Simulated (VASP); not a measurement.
# Ge (C2/m) in VASP: further runs

Ge is run at these levels: PBE; tasks: single point, relaxation of cell and atoms.

All numbers are computed with VASP 6.6.1; they aren't measurements. Logs are shortened: lines on timing, memory, paths and dates and some standing lists are left out, and cuts for length are marked.

### 1 The cell of the first run

The structure is monoclinic, space group C2/m (No. 12). Conventional cell: a = 7.407 Å, b = 3.493 Å, c = 3.761 Å, α = 90.00°, β = 119.50°, γ = 90.00°. Within 3.3 Å of Ge (site symmetry m) lie 5 Ge at 2.53 to 2.66 Å.

### 2 Single point, PBE

INCAR reads:

```
  PREC = Accurate
  ENCUT = 520
  EDIFF = 1E-6
  ISMEAR = 0
  SIGMA = 0.1
  LREAL = False
  LASPH = True
  NELM = 100
  ALGO = Normal
  ISIF = 2
  LWAVE = False
  LCHARG = True
  GGA = PE
  LELF = True
  LVHAR = True
  NBANDS = 21
```

KPOINTS reads:

```
regular mesh
0
Gamma
  6 6 6
```

POSCAR reads:

```
Ge
1.0
    3.7035814782     -1.7465367736      0.0000000000
    3.7035814782      1.7465367736      0.0000000000
   -1.8521324121      0.0000000000      3.2734827309
Ge
2
Direct
    0.1961920809      0.1961920809      0.1967214705
    0.8038079191      0.8038079191      0.8032785295
```

Potentials or basis: VASP PAW PBE potentials, release 64 (Ge_d).

The run is started by

```console
$ cat potpaw_PBE.64/Ge_d/POTCAR > POTCAR
$ mpirun -np 1 vasp_std > vasp.out
```

OUTCAR:

```text
PREC = Accurate
   ENCUT = 520
   EDIFF = 1E-6
   ISMEAR = 0
   LREAL = False
   LASPH = True
   NELM = 100
   ISIF = 2
   GGA = PE

 ion  position               nearest neighbor table
   1  0.196  0.196  0.197-   2 2.53   2 2.65   2 2.65   2 2.66   2 2.66
   2  0.804  0.804  0.803-   1 2.53   1 2.65   1 2.65   1 2.66   1 2.66

  LATTYP: Found a base centered monoclinic cell.
 ALAT       =     7.4071629564
 B/A-ratio  =     0.4715804914
 C/A-ratio  =     0.5077690338
 COS(beta)  =    -0.4924406782

  Lattice vectors:

 A1 = (   3.7035814782,  -1.7465367736,   0.0000000000)
 A2 = (   3.7035814782,   1.7465367736,   0.0000000000)
 A3 = (  -1.8521324121,   0.0000000000,   3.2734827309)

Analysis of symmetry for initial positions (statically):
=====================================================================
 Subroutine PRICEL returns:
 Original cell was already a primitive cell.

 Routine SETGRP: Setting up the symmetry group for a
 base centered monoclinic supercell.

 Subroutine GETGRP returns: Found  4 space group operations
 (whereof  4 operations were pure point group operations)
 out of a pool of  4 trial point group operations.

The static configuration has the point symmetry C_2h.

Analysis of symmetry for dynamics (positions and initial velocities):
=====================================================================
 Subroutine PRICEL returns:
 Original cell was already a primitive cell.

 Routine SETGRP: Setting up the symmetry group for a
 base centered monoclinic supercell.

 Subroutine GETGRP returns: Found  4 space group operations
 (whereof  4 operations were pure point group operations)
 out of a pool of  4 trial point group operations.

The dynamic configuration has the point symmetry C_2h.

 Subroutine INISYM returns: Found  4 space group operations
 (whereof  4 operations are pure point group operations),
 and found     1 'primitive' translations

----------------------------------------------------------------------------------------

                                     Primitive cell

  volume of cell :      42.3487

  direct lattice vectors                    reciprocal lattice vectors
     3.703581478 -1.746536774  0.000000000     0.135004455 -0.286280832  0.076385351
     3.703581478  1.746536774  0.000000000     0.135004455  0.286280832  0.076385351
    -1.852132412  0.000000000  3.273482731     0.000000000  0.000000000  0.305485039

  length of vectors
     4.094741319  4.094741319  3.761127977     0.325603500  0.325603500  0.305485039

  position of ions in fractional coordinates (direct lattice)
     0.196192081  0.196192081  0.196721471
     0.803807919  0.803807919  0.803278529

  ion indices of the primitive-cell ions
   primitive index   ion index
                 1           1
                 2           2

----------------------------------------------------------------------------------------

 KPOINTS: regular mesh

Automatic generation of k-mesh.
 Grid dimensions read from file:
 generate k-points for:    6    6    6

 Generating k-lattice:

  Cartesian coordinates                     Fractional coordinates (reciprocal lattice)
     0.022500743 -0.047713472  0.012730892     0.166666667  0.000000000  0.000000000
     0.022500743  0.047713472  0.012730892     0.000000000  0.166666667  0.000000000
     0.000000000  0.000000000  0.050914173     0.000000000  0.000000000  0.166666667

  Length of vectors
     0.054267250  0.054267250  0.050914173

  Shift w.r.t. Gamma in fractional coordinates (k-lattice)
     0.000000000  0.000000000  0.000000000

 Subroutine IBZKPT returns following result:
 ===========================================

 Found     68 irreducible k-points:

 Following reciprocal coordinates:
            Coordinates               Weight
  0.000000  0.000000  0.000000      1.000000
  0.166667  0.000000 -0.000000      4.000000
  0.333333  0.000000 -0.000000      4.000000
  0.500000 -0.000000 -0.000000      2.000000
  0.166667  0.166667 -0.000000      2.000000
  0.333333  0.166667 -0.000000      4.000000
[... 16 lines left out ...]
 -0.333333  0.166667  0.166667      4.000000
 -0.166667  0.166667  0.166667      4.000000
 [... further k-points ...]
   k-points           NKPTS =     68   k-points in BZ     NKDIM =     68   number of bands    NBANDS=     21
   number of dos      NEDOS =    301   number of ions     NIONS =      2
   total plane-waves  NPLWV =  25200
   dimension x,y,z NGX =    30 NGY =   30 NGZ =   28
   dimension x,y,z NGXF=    60 NGYF=   60 NGZF=   56
   ions per type =               2
   NGX,Y,Z   is equivalent  to a cutoff of  12.18, 12.18, 12.38 a.u.
   NGXF,Y,Z  is equivalent  to a cutoff of  24.36, 24.36, 24.75 a.u.
 SYSTEM =  unknown system
   PREC   = accura    normal or accurate (medium, high low for compatibility)
   ISTART =      0    job   : 0-new  1-cont  2-samecut
   ICHARG =      2    charge: 1-file 2-atom 10-const
   ISPIN  =      1    spin polarized calculation?
   LNONCOLLINEAR =      F non collinear calculations
   LSORBIT =      F    spin-orbit coupling
   LASPH  =      T    aspherical Exc in radial PAW
   ENCUT  =  520.0 eV  38.22 Ry    6.18 a.u.   7.61  7.61  6.99*2*pi/ulx,y,z
   NELM   =    100;   NELMIN=  2; NELMDL= -5     # of ELM steps
   EDIFF  = 0.1E-05   stopping-criterion for ELM
   LREAL  =      F    real-space projection
   EDIFFG = 0.1E-04   stopping-criterion for IOM
   NSW    =      0    number of steps for IOM
   IBRION =     -1    ionic relax: 0-MD 1-quasi-New 2-CG
   NFREE  =      0    steps in history (QN), initial steepest desc. (CG)
   ISIF   =      2    stress and relaxation
   ISYM   =      2    0-nonsym 1-usesym 2-fastsym
   POTIM  = 0.5000    time-step for ionic-motion
   TEBEG  =    0.0;   TEEND  =   0.0 temperature during run
   PSTRESS=    0.0 pullay stress
   NELECT =      28.0000    total number of electrons
   NUPDOWN=      -1.0000    fix difference up-down
   EMIN   =  10.00;   EMAX   =-10.00  energy-range for DOS
   EFERMI =   0.00;   METHOD = LEGACY
   ISMEAR =     0;   SIGMA  =   0.10  broadening in eV -4-tet -1-fermi 0-gaus
   EFERMI_NEDOS =   21; number of points for ismear=-14 and -15
   IALGO  =     38    algorithm
   IMIX   =      4    mixing-type and parameters
     AMIX     =   0.40;   BMIX     =  1.00
     AMIX_MAG =   1.60;   BMIX_MAG =  1.00
  volume/ion in A,a.u.               =      21.17       142.89
  Fermi-wavevector in a.u.,A,eV,Ry     =   1.426202  2.695130 27.674947  2.034051
  Thomas-Fermi vector in A             =   2.546504
   LORBIT       =      0    0 simple, 1 ext, 2 COOP (PROOUT), +10 PAW based schemes
   GGA     = PE    functional components
   LHFCALC =     F    Hartree Fock is set to
   AEXX    =    0.0000 exact exchange contribution
   IVDW    =     0    specifies the selected vdW correction
   LEPSILON=     F    determine dielectric tensor
   LRPA    =     F    only Hartree local field effects (RPA)
 non-spin polarized calculation
 Gauss-broadening in eV      SIGMA  =   0.10
  energy-cutoff  :      520.00
  volume of cell :       42.35
 maximum number of plane-waves:      1152
   NGX = 15   NGY = 15   NGZ = 13

 number of electron      28.0000003 magnetization

 Free energy of the ion-electron system (eV)
  ---------------------------------------------------
  ext. energy  EPLUGINS =         0.00000000
  ---------------------------------------------------
  free energy    TOTEN  =        -8.56848789 eV

  energy without entropy =       -8.56350808  energy(sigma->0) =       -8.56599799

 E-fermi :   5.1132     XC(G=0): -10.5042

 val. band max:        5.0898771929   @ k =  -0.1667   0.1667   0.5000
 cond. band min:       5.1198500129   @ k =  -0.1667   0.3333   0.3333
 fundamental gap:      0.0299728200
 Fermi energy:         5.1131560633

 k-point     1 :       0.0000    0.0000    0.0000
  band No.  band energies     occupation
      1     -19.3421      2.00000
      2     -19.2804      2.00000
      3     -19.2655      2.00000
      4     -19.2006      2.00000
      5     -19.1855      2.00000
      6     -19.1191      2.00000
[... 13 lines left out ...]
     20      12.7913      0.00000
     21      14.8721      0.00000

 k-point     2 :       0.1667    0.0000   -0.0000
  band No.  band energies     occupation
      1     -19.3328      2.00000
      2     -19.2794      2.00000
      3     -19.2518      2.00000
      4     -19.1963      2.00000
      5     -19.1742      2.00000
      6     -19.1284      2.00000
[... 13 lines left out ...]
     20      13.7769      0.00000
     21      14.1710      0.00000

 k-point     3 :       0.3333    0.0000   -0.0000
  band No.  band energies     occupation
      1     -19.3024      2.00000
      2     -19.2714      2.00000
      3     -19.2220      2.00000
      4     -19.2023      2.00000
      5     -19.1896      2.00000
      6     -19.1406      2.00000
[... 13 lines left out ...]
     20      14.6169      0.00000
     21      16.4826      0.00000

 k-point     4 :       0.5000   -0.0000   -0.0000
  band No.  band energies     occupation
      1     -19.2616      2.00000
      2     -19.2568      2.00000
      3     -19.2437      2.00000
      4     -19.2265      2.00000
      5     -19.1832      2.00000
      6     -19.1606      2.00000
[... 13 lines left out ...]
     20      16.4964      0.00000
     21      17.3415      0.00000

 k-point     5 :       0.1667    0.1667   -0.0000
  band No.  band energies     occupation
      1     -19.3400      2.00000
      2     -19.2746      2.00000
      3     -19.2612      2.00000
      4     -19.1959      2.00000
      5     -19.1799      2.00000
      6     -19.1215      2.00000
[... 13 lines left out ...]
     20      15.4984      0.00000
     21      16.4768      0.00000
[... 382 lines left out ...]
     20      17.0091      0.00000
     21      17.5018      0.00000

 k-point    22 :       0.5000    0.1667    0.1667
  band No.  band energies     occupation
      1     -19.2810      2.00000
      2     -19.2702      2.00000
      3     -19.2216      2.00000
      4     -19.1972      2.00000
      5     -19.1817      2.00000
      6     -19.1455      2.00000
[... 13 lines left out ...]
     20      16.3267      0.00000
     21      17.3626      0.00000

 k-point    23 :      -0.3333    0.1667    0.1667
  band No.  band energies     occupation
      1     -19.2882      2.00000
      2     -19.2409      2.00000
      3     -19.2361      2.00000
      4     -19.1933      2.00000
      5     -19.1754      2.00000
      6     -19.1566      2.00000
[... 13 lines left out ...]
     20      14.1476      0.00000
     21      18.4187      0.00000

 k-point    24 :      -0.1667    0.1667    0.1667
  band No.  band energies     occupation
      1     -19.2993      2.00000
      2     -19.2725      2.00000
      3     -19.2140      2.00000
      4     -19.1998      2.00000
      5     -19.1896      2.00000
      6     -19.1420      2.00000
[... 13 lines left out ...]
     20      14.1556      0.00000
     21      17.1271      0.00000

 [... further k-points ...]

------------------------ aborting loop because EDIFF is reached ----------------------------------------

  FORCE on cell =-STRESS in cart. coord.  units (eV):
  Direction    XX          YY          ZZ          XY          YZ          ZX
  --------------------------------------------------------------------------------------
  -------------------------------------------------------------------------------------
  Total        0.1375979     -0.0439592      0.0492344      0.0000000      0.0000000     -0.1135877
  in kB        5.2057433     -1.6631072      1.8626845      0.0000000      0.0000000     -4.2973660
  external PRESSURE =       1.8017735 kB  Pullay stress =       0.0000000 kB

 VOLUME and BASIS-vectors are now :
 -----------------------------------------------------------------------------
  energy-cutoff  :      520.00
  volume of cell :       42.35
      direct lattice vectors                 reciprocal lattice vectors
     3.703581478 -1.746536774  0.000000000     0.135004455 -0.286280832  0.076385351
     3.703581478  1.746536774  0.000000000     0.135004455  0.286280832  0.076385351
    -1.852132412  0.000000000  3.273482731     0.000000000  0.000000000  0.305485039

 POSITION                                       TOTAL-FORCE (eV/Angst)
 -----------------------------------------------------------------------------------
      1.08887      0.00000      0.64396        -0.086552      0.000000     -0.064839
      4.46616      0.00000      2.62952         0.086552      0.000000      0.064839
 -----------------------------------------------------------------------------------
    total drift:                               -0.000000      0.000000      0.000000

  FREE ENERGIE OF THE ION-ELECTRON SYSTEM (eV)
  ---------------------------------------------------
  free  energy   TOTEN  =        -8.5684878903 eV

  energy  without entropy=       -8.5635080836  energy(sigma->0) =       -8.56599799
```

Run time: 21 s. Hardware: 1 thread of Intel Xeon 6975P-C (Granite Rapids), shared host; peak memory 0.19 GiB.

Results:

```yaml
Free_energy: -8.5685 eV
Pressure: 0.2 GPa
Largest_force: 0.108 eV/Å
Band_gap_on_the_k_mesh: zero (bands 14 and 15 overlap by 3.64 eV)
```

Forces in eV/Å, atoms in the order of the input:
```
Ge  -0.087  0.000 -0.065
Ge   0.087  0.000  0.065
```

(Continued in part 2 of 2.)

The gap in the log of VASP goes by the Fermi energy; the results here count the filled bands.